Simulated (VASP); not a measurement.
A run of VASP 6.6.1 is set up as follows.

INCAR

```
ALGO     = Normal         # electronic algorithm
EDIFF    = 1E-7           # SCF threshold, eV
ENCUT    = 520            # plane-wave cutoff, eV
GGA      = PE             # functional
ISIF     = 2              # what is computed and relaxed
ISMEAR   = 0              # smearing method
LASPH    = True           # aspherical terms in the spheres
LCHARG   = False          # write CHGCAR
LREAL    = False          # projectors in reciprocal space
LWAVE    = False          # write WAVECAR
NBANDS   = 12             # bands
NELM     = 100            # most SCF steps
PREC     = Accurate       # precision mode
SIGMA    = 0.05           # smearing width, eV
```

The input KPOINTS:

```
k-points
0
Gamma
  12 12 12
```

File POSCAR:

```
La
1.0
    0.0000000000      2.6973857217      2.6973857217
    2.6973857217      0.0000000000      2.6973857217
    2.6973857217      2.6973857217      0.0000000000
La
1
Direct
    0.0000000000      0.0000000000      0.0000000000
```

Potentials or basis: VASP PAW PBE potentials, release 64 (La).

Command:

```console
$ cat potpaw_PBE.64/La/POTCAR > POTCAR
$ mpirun -np 1 vasp_std > vasp.out
```

Predict the pressure.

-1.5 GPa.
